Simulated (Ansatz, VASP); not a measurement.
## NaCl in VASP and in Ansatz

```
Na Cl
1.0
     0.00000    2.80095    2.80095
     2.80095    0.00000    2.80095
     2.80095    2.80095    0.00000
Na Cl
1 1
Cartesian
  0.0100 0.0100 0.0100
  2.8010 2.8010 2.8010
```

Change from the starting cell: atom 1 moved by [0.01, 0.01, 0.01] A.

Alike in both runs: task single point; functional PBEsol; k mesh 8 × 8 × 8; no spin polarisation.

|  | VASP | Ansatz |
| --- | --- | --- |
| version | VASP 6.6.1 | Ansatz 0.2.0 |
| potentials or method | VASP PAW PBE potentials, release 64 (Na_pv, Cl), cutoff 520 eV | all-electron LAPW, scalar-relativistic |
| occupations | gaussian, width 0.01 eV | fixed |

```tsv
	VASP	Ansatz	Ansatz less VASP
gap on the k mesh at the Fermi level (eV)	5.01	5.01	+0.004
pressure (GPa)	0.0	0.0	-0.02
rms of the force components (eV/Å)	0.014	0.014	-0.0003
```

VASP's potentials were made for PBE, not for PBEsol. Atom by atom the forces differ by 0.000 eV/Å (rms over components). Ansatz ran all-electron here, and VASP with PAW potentials.
